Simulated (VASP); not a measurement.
Here is a VASP 6.6.1 calculation.

INCAR

```
ALGO = Normal ; EDIFF = 1E-7
ENCUT = 520 ; GGA = PE
ISIF = 2 ; ISMEAR = 0
ISPIN = 2 ; LASPH = T
LCHARG = T ; LDAU = T
LDAUJ = 0 0 ; LDAUL = 2 -1
LDAUPRINT = 1 ; LDAUTYPE = 2
LDAUU = 6.2 0 ; LELF = T
LMAXMIX = 4 ; LORBIT = 11
LREAL = F ; LVHAR = T
LWAVE = F ; MAGMOM = 1.87 0
NBANDS = 19 ; NELM = 150
PREC = Accurate ; SIGMA = 0.05
```

The input KPOINTS:

```
k-points
0
Gamma
  10 10 10
```

Contents of POSCAR:

```
NiO
1.0
    1.4346851684      0.8283158682      2.3420461999
   -1.4346851684      0.8283158682      2.3420461999
    0.0000000000     -1.6566317363      2.3420461999
Ni O
1 1
Direct
    1.0000000000      0.0000000000      0.0000000000
    0.5000000000      0.5000000000      0.5000000000
```

Potentials or basis: VASP PAW PBE potentials, release 64 (Ni, O).

Launch:

```sh
$ cat potpaw_PBE.64/Ni/POTCAR potpaw_PBE.64/O/POTCAR > POTCAR
$ mpirun -np 1 vasp_std > vasp.out
```

(1) Predict the site moments.

(2) Predict the net moment.

(3) Predict the pressure.

Answers

(1) Ni +1.82; O +0.18 μB.

(2) 2.00 μB per cell.

(3) 22.9 GPa.

Caveat: a cell with one magnetic atom can't hold antiferromagnetic order, which such compounds often take.
